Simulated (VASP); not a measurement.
# LuSc2N3 (P6/mmm) in VASP: single point with PBE

Aim: the single point of LuSc2N3 with PBE.

Everything below comes from runs of VASP 6.6.1. Logs are shortened: lines on timing, memory, paths and dates and some standing lists are left out, and cuts for length are marked.

## 1. The cell of the first run

The structure is hexagonal, space group P6/mmm (No. 191). Conventional cell: a = 4.571 Å, b = 4.571 Å, c = 4.301 Å, α = 90.00°, β = 90.00°, γ = 120.00°. Within 2.8 Å of Lu (site symmetry 6/mmm) lie 8 N at 2.15 to 2.64 Å. Sc (site symmetry -6m2) has 5 N at 2.15 to 2.64 Å and 3 Sc at 2.64 Å within 2.8 Å. Within 2.8 Å of N (site symmetry -6m2) lie 2 Sc at 2.15 Å and 3 N at 2.64 Å and 3 Lu at 2.64 Å. N (site symmetry 6/mmm) has 2 Lu at 2.15 Å and 6 Sc at 2.64 Å within 2.8 Å.

## 2. Single point, PBE

Input file INCAR:

```
PREC = Accurate
ENCUT = 520
EDIFF = 1E-6
ISMEAR = 0
SIGMA = 0.1
LREAL = False
LASPH = True
NELM = 100
ALGO = Normal
ISIF = 2
LWAVE = False
LCHARG = False
GGA = PE
NBANDS = 40
```

Input file KPOINTS:

```
Automatic mesh
0
Gamma
  6 6 4
```

Input file POSCAR:

```
LuSc2N3
1.0
    4.5710453890     -0.0000000032      0.0000000000
   -2.2855226917      3.9586414303      0.0000000000
    0.0000000000      0.0000000000      4.3005728024
Lu Sc N
1 2 3
Direct
    0.0000000000      0.0000000000      0.5905540910
    0.3333333333      0.6666666667      0.0905411762
    0.6666666667      0.3333333333      0.0905411762
    0.3333333333      0.6666666667      0.5905372058
    0.6666666667      0.3333333333      0.5905372058
    0.0000000000      0.0000000000      1.0905515549
```

Potentials or basis: VASP PAW PBE potentials, release 64 (Lu, Sc_sv, N).

Started as:

```bash
$ cat potpaw_PBE.64/Lu/POTCAR potpaw_PBE.64/Sc_sv/POTCAR potpaw_PBE.64/N/POTCAR > POTCAR
$ mpirun -np 1 vasp_std > vasp.out
```

OUTCAR:

```text
PREC = Accurate
   ENCUT = 520
   EDIFF = 1E-6
   ISMEAR = 0
   LREAL = False
   LASPH = True
   NELM = 100
   ISIF = 2
   GGA = PE

 ion  position               nearest neighbor table
   1  0.000  0.000  0.591-   6 2.15   6 2.15   4 2.64   5 2.64   4 2.64   5 2.64   5 2.64   4 2.64
                             2 3.40   3 3.40   2 3.40   3 3.40   2 3.40   3 3.40   3 3.40   2 3.40
   2  0.333  0.667  0.091-   4 2.15   4 2.15   3 2.64   3 2.64   3 2.64   1 3.40   1 3.40   1 3.40
                             1 3.40   1 3.40   1 3.40
   3  0.667  0.333  0.091-   5 2.15   5 2.15   2 2.64   2 2.64   2 2.64   1 3.40   1 3.40   1 3.40
                             1 3.40   1 3.40   1 3.40
   4  0.333  0.667  0.591-   2 2.15   2 2.15   1 2.64   1 2.64   1 2.64
   5  0.667  0.333  0.591-   3 2.15   3 2.15   1 2.64   1 2.64   1 2.64
   6  0.000  0.000  0.091-   1 2.15   1 2.15

  LATTYP: Found a hexagonal cell.
 ALAT       =     4.5710453890
 C/A-ratio  =     0.9408291619

  Lattice vectors:

 A1 = (   4.5710453890,  -0.0000000032,   0.0000000000)
 A2 = (  -2.2855226917,   3.9586414303,   0.0000000000)
 A3 = (   0.0000000000,   0.0000000000,   4.3005728024)

Analysis of symmetry for initial positions (statically):
=====================================================================
 Subroutine PRICEL returns:
 Original cell was already a primitive cell.

 Routine SETGRP: Setting up the symmetry group for a
 hexagonal supercell.

 Subroutine GETGRP returns: Found 12 space group operations
 (whereof 12 operations were pure point group operations)
 out of a pool of 24 trial point group operations.

The static configuration has the point symmetry C_6v.

Analysis of symmetry for dynamics (positions and initial velocities):
=====================================================================
 Subroutine PRICEL returns:
 Original cell was already a primitive cell.

 Routine SETGRP: Setting up the symmetry group for a
 hexagonal supercell.

 Subroutine GETGRP returns: Found 12 space group operations
 (whereof 12 operations were pure point group operations)
 out of a pool of 24 trial point group operations.

The dynamic configuration has the point symmetry C_6v.

 Subroutine INISYM returns: Found 12 space group operations
 (whereof 12 operations are pure point group operations),
 and found     1 'primitive' translations

----------------------------------------------------------------------------------------

                                     Primitive cell

  volume of cell :      77.8194

  direct lattice vectors                    reciprocal lattice vectors
     4.571045389 -0.000000003  0.000000000     0.218768338  0.126305958  0.000000000
    -2.285522692  3.958641430  0.000000000     0.000000000  0.252611917  0.000000000
     0.000000000  0.000000000  4.300572802     0.000000000  0.000000000  0.232527165

  length of vectors
     4.571045389  4.571045389  4.300572802     0.252611917  0.252611917  0.232527165

  position of ions in fractional coordinates (direct lattice)
     0.000000000  0.000000000  0.590554091
     0.333333333  0.666666667  0.090541176
     0.666666667  0.333333333  0.090541176
     0.333333333  0.666666667  0.590537206
     0.666666667  0.333333333  0.590537206
     0.000000000  0.000000000  0.090551555

  ion indices of the primitive-cell ions
   primitive index   ion index
                 1           1
                 2           2
                 3           3
                 4           4
                 5           5
                 6           6

----------------------------------------------------------------------------------------

 KPOINTS: Automatic mesh

Automatic generation of k-mesh.
 Grid dimensions read from file:
 generate k-points for:    6    6    4

 Generating k-lattice:

  Cartesian coordinates                     Fractional coordinates (reciprocal lattice)
     0.036461390  0.021050993  0.000000000     0.166666667  0.000000000  0.000000000
     0.000000000  0.042101986  0.000000000     0.000000000  0.166666667  0.000000000
     0.000000000  0.000000000  0.058131791     0.000000000  0.000000000  0.250000000

  Length of vectors
     0.042101986  0.042101986  0.058131791

  Shift w.r.t. Gamma in fractional coordinates (k-lattice)
     0.000000000  0.000000000  0.000000000

 Subroutine IBZKPT returns following result:
 ===========================================

 Found     21 irreducible k-points:

 Following reciprocal coordinates:
            Coordinates               Weight
  0.000000  0.000000  0.000000      1.000000
  0.166667 -0.000000  0.000000      6.000000
  0.333333 -0.000000  0.000000      6.000000
  0.500000 -0.000000  0.000000      3.000000
  0.166667  0.166667  0.000000      6.000000
  0.333333  0.166667  0.000000     12.000000
[... 13 lines left out ...]
  0.333333  0.166667  0.500000     12.000000
  0.333333  0.333333  0.500000      2.000000
   k-points           NKPTS =     21   k-points in BZ     NKDIM =     21   number of bands    NBANDS=     40
   number of dos      NEDOS =    301   number of ions     NIONS =      6
   total plane-waves  NPLWV =  41472
   dimension x,y,z NGX =    36 NGY =   36 NGZ =   32
   dimension x,y,z NGXF=    72 NGYF=   72 NGZF=   64
   ions per type =               1   2   3
   NGX,Y,Z   is equivalent  to a cutoff of  13.09, 13.09, 12.37 a.u.
   NGXF,Y,Z  is equivalent  to a cutoff of  26.19, 26.19, 24.74 a.u.
 SYSTEM =  unknown system
   PREC   = accura    normal or accurate (medium, high low for compatibility)
   ISTART =      0    job   : 0-new  1-cont  2-samecut
   ICHARG =      2    charge: 1-file 2-atom 10-const
   ISPIN  =      1    spin polarized calculation?
   LNONCOLLINEAR =      F non collinear calculations
   LSORBIT =      F    spin-orbit coupling
   LASPH  =      T    aspherical Exc in radial PAW
   ENCUT  =  520.0 eV  38.22 Ry    6.18 a.u.   8.50  8.50  8.00*2*pi/ulx,y,z
   NELM   =    100;   NELMIN=  2; NELMDL= -5     # of ELM steps
   EDIFF  = 0.1E-05   stopping-criterion for ELM
   LREAL  =      F    real-space projection
   EDIFFG = 0.1E-04   stopping-criterion for IOM
   NSW    =      0    number of steps for IOM
   IBRION =     -1    ionic relax: 0-MD 1-quasi-New 2-CG
   NFREE  =      0    steps in history (QN), initial steepest desc. (CG)
   ISIF   =      2    stress and relaxation
   ISYM   =      2    0-nonsym 1-usesym 2-fastsym
   POTIM  = 0.5000    time-step for ionic-motion
   TEBEG  =    0.0;   TEEND  =   0.0 temperature during run
   PSTRESS=    0.0 pullay stress
   NELECT =      62.0000    total number of electrons
   NUPDOWN=      -1.0000    fix difference up-down
   EMIN   =  10.00;   EMAX   =-10.00  energy-range for DOS
   EFERMI =   0.00;   METHOD = LEGACY
   ISMEAR =     0;   SIGMA  =   0.10  broadening in eV -4-tet -1-fermi 0-gaus
   EFERMI_NEDOS =   21; number of points for ismear=-14 and -15
   IALGO  =     38    algorithm
   IMIX   =      4    mixing-type and parameters
     AMIX     =   0.40;   BMIX     =  1.00
     AMIX_MAG =   1.60;   BMIX_MAG =  1.00
  volume/ion in A,a.u.               =      12.97        87.53
  Fermi-wavevector in a.u.,A,eV,Ry     =   1.517665  2.867972 31.338415  2.303309
  Thomas-Fermi vector in A             =   2.626890
   LORBIT       =      0    0 simple, 1 ext, 2 COOP (PROOUT), +10 PAW based schemes
   GGA     = PE    functional components
   LHFCALC =     F    Hartree Fock is set to
   AEXX    =    0.0000 exact exchange contribution
   IVDW    =     0    specifies the selected vdW correction
   LEPSILON=     F    determine dielectric tensor
   LRPA    =     F    only Hartree local field effects (RPA)
 non-spin polarized calculation
 Gauss-broadening in eV      SIGMA  =   0.10
  energy-cutoff  :      520.00
  volume of cell :       77.82
 maximum number of plane-waves:      2116
 NGX is ok and might be reduce to    36
   NGX = 17   NGY = 17   NGZ = 15

 number of electron      62.0000006 magnetization

 Free energy of the ion-electron system (eV)
  ---------------------------------------------------
  ext. energy  EPLUGINS =         0.00000000
  ---------------------------------------------------
  free energy    TOTEN  =       -44.44438828 eV

  energy without entropy =      -44.42561390  energy(sigma->0) =      -44.43500109

 E-fermi :   4.9293     XC(G=0): -11.7796

 val. band max:        4.9246512024   @ k =   0.5000  -0.0000   0.0000
 cond. band min:       4.9604722821   @ k =   0.3333   0.1667   0.5000
 fundamental gap:      0.0358210797
 Fermi energy:         4.9293135591

 k-point     1 :       0.0000    0.0000    0.0000
  band No.  band energies     occupation
      1     -49.8393      2.00000
      2     -44.6204      2.00000
      3     -44.2969      2.00000
      4     -23.7773      2.00000
      5     -23.7773      2.00000
      6     -22.9913      2.00000
[... 32 lines left out ...]
     39       8.9897      0.00000
     40       8.9897      0.00000

 k-point     2 :       0.1667   -0.0000    0.0000
  band No.  band energies     occupation
      1     -49.8392      2.00000
      2     -44.6017      2.00000
      3     -44.3164      2.00000
      4     -23.8016      2.00000
      5     -23.7409      2.00000
      6     -22.9741      2.00000
[... 32 lines left out ...]
     39       8.5583      0.00000
     40       8.8540      0.00000

 k-point     3 :       0.3333   -0.0000    0.0000
  band No.  band energies     occupation
      1     -49.8390      2.00000
      2     -44.5533      2.00000
      3     -44.3665      2.00000
      4     -23.8464      2.00000
      5     -23.6536      2.00000
      6     -23.0690      2.00000
[... 32 lines left out ...]
     39       8.5033      0.00000
     40       8.6018      0.00000

 k-point     4 :       0.5000   -0.0000    0.0000
  band No.  band energies     occupation
      1     -49.8388      2.00000
      2     -44.5143      2.00000
      3     -44.4064      2.00000
      4     -23.8671      2.00000
      5     -23.5969      2.00000
      6     -23.1300      2.00000
[... 32 lines left out ...]
     39       8.5500      0.00000
     40       8.9863      0.00000
[... 643 lines left out ...]
     39       9.2155      0.00000
     40       9.6077      0.00000

 k-point    20 :       0.3333    0.1667    0.5000
  band No.  band energies     occupation
      1     -49.8381      2.00000
      2     -44.5134      2.00000
      3     -44.4056      2.00000
      4     -23.8908      2.00000
      5     -23.5435      2.00000
      6     -23.1768      2.00000
[... 32 lines left out ...]
     39       9.2468      0.00000
     40       9.7381      0.00000

 k-point    21 :       0.3333    0.3333    0.5000
  band No.  band energies     occupation
      1     -49.8380      2.00000
      2     -44.4597      2.00000
      3     -44.4597      2.00000
      4     -23.9245      2.00000
      5     -23.3563      2.00000
      6     -23.3563      2.00000
[... 32 lines left out ...]
     39       9.8444      0.00000
     40      10.4361      0.00000

------------------------ aborting loop because EDIFF is reached ----------------------------------------

  FORCE on cell =-STRESS in cart. coord.  units (eV):
  Direction    XX          YY          ZZ          XY          YZ          ZX
  --------------------------------------------------------------------------------------
  -------------------------------------------------------------------------------------
  Total        0.1810377      0.1810377      0.8111620      0.0000000      0.0000000     -0.0000000
  in kB        3.7272759      3.7272759     16.7005265      0.0000000      0.0000000     -0.0000000
  external PRESSURE =       8.0516928 kB  Pullay stress =       0.0000000 kB

 VOLUME and BASIS-vectors are now :
 -----------------------------------------------------------------------------
  energy-cutoff  :      520.00
  volume of cell :       77.82
      direct lattice vectors                 reciprocal lattice vectors
     4.571045389 -0.000000003  0.000000000     0.218768338  0.126305958  0.000000000
    -2.285522692  3.958641430  0.000000000     0.000000000  0.252611917  0.000000000
     0.000000000  0.000000000  4.300572802     0.000000000  0.000000000  0.232527165

 POSITION                                       TOTAL-FORCE (eV/Angst)
 -----------------------------------------------------------------------------------
      0.00000      0.00000      2.53972        -0.000000     -0.000000      0.000950
      0.00000      2.63909      0.38938        -0.000000      0.000000     -0.000016
      2.28552      1.31955      0.38938         0.000000     -0.000000     -0.000016
      0.00000      2.63909      2.53965        -0.000000      0.000000     -0.000156
      2.28552      1.31955      2.53965         0.000000     -0.000000     -0.000156
      0.00000      0.00000      0.38942        -0.000000     -0.000000     -0.000605
 -----------------------------------------------------------------------------------
    total drift:                               -0.000000     -0.000000      0.002317

  FREE ENERGIE OF THE ION-ELECTRON SYSTEM (eV)
  ---------------------------------------------------
  free  energy   TOTEN  =       -44.4443882768 eV

  energy  without entropy=      -44.4256138980  energy(sigma->0) =      -44.43500109
```

It took 81 s on 1 thread of Intel Xeon Platinum 8375C at 2.90GHz (Ice Lake), shared host; peak memory 0.24 GiB.

Results:

- Free energy: -44.4444 eV
- Pressure: 0.8 GPa
- Band gap on the k mesh: zero (band 31 reaches 5.29 eV, above the bottom of band 32 at 4.63 eV)

Caveat: the k points lie up to 0.37 Å⁻¹ apart; spin-orbit coupling is left out, which moves the levels of the heavy elements.
